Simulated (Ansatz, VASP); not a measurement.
# One calculation of Re, two programs

File INCAR:

```
AGGAC = 1.0
AGGAX = 1.0
ALDAC = 0.0
ALDAX = 1.0
ALGO = Normal
EDIFF = 1E-6
ENCUT = 520
GGA = B5
ISIF = 2
ISMEAR = -1
LASPH = True
LCHARG = True
LELF = True
LREAL = False
LVHAR = True
LWAVE = False
NBANDS = 14
NELM = 80
PREC = Accurate
SIGMA = 0.1
```

KPOINTS

```
k-points
0
Gamma
  16 16 8
```

File POSCAR:

```
Re
1.0
   -1.9171122288      1.5746027184      1.4053297267
    1.5746027184     -1.9171122288      1.4053297267
    3.5397610540      3.5397610540     -2.0326365224
Re
2
Direct
    0.9582632107      0.0417367893      1.0000000000
    0.7917367893      0.2082632107      0.5000000000
```

Input for Ansatz:

```yaml
crystal:
  lattice:
    - [-1.9171122288, 1.5746027184, 1.4053297267]
    - [1.5746027184, -1.9171122288, 1.4053297267]
    - [3.539761054, 3.539761054, -2.0326365224]
  atoms:
    - { symbol: Re, position: [0.9582632107, 0.0417367893, 1.0] }
    - { symbol: Re, position: [0.7917367893, 0.2082632107, 0.5] }
hamiltonian:
  xc: blyp
  pseudopotentials:
    kind: paw
    azcp:
      Re: "pseudopotentials/Re.paw.azcp"
basis:
  ecutwfc: 420
  fft_grid_basis: typed
kpoints:
  mp_grid: { grid: [16, 16, 8], shift: [0, 0, 0] }
magnetization:
  spin_polarized: false
scf:
  occupations: { method: fermi_dirac, width: 0.1 }
  lower_state_search: "off"
output:
  stress: true
  write_density: true
  write_potential: true
  elf: true
  volumetric_format: npy
```

Alike in both runs: task single point; functional BLYP; k mesh 16 × 16 × 8; occupations fermi-dirac, width 0.1 eV; no spin polarisation.

|  | VASP | Ansatz |
| --- | --- | --- |
| version | VASP 6.6.1 | Ansatz 0.2.0 |
| potentials or method | VASP PAW PBE potentials, release 64 (Re), cutoff 520 eV | plane waves (420 eV) with PAW, scalar-relativistic |
| valence electrons in the cell | 14 | 30 |

Ansatz gave:

* pressure (GPa): -11.6
* traceless stress, the component that is largest in VASP (GPa): -0.30

Which values does VASP return?

Pressure (GPa): -10.2; traceless stress, the component that is largest in VASP (GPa): -0.35.

VASP's potentials were made for PBE, not for BLYP. With one functional, cell and mesh, what is left measures potentials, basis and numerics. VASP's potentials hold 14 valence electrons a cell and Ansatz's 30, so a difference there can come from the potentials and not from the codes.

Spin-orbit coupling is off throughout.
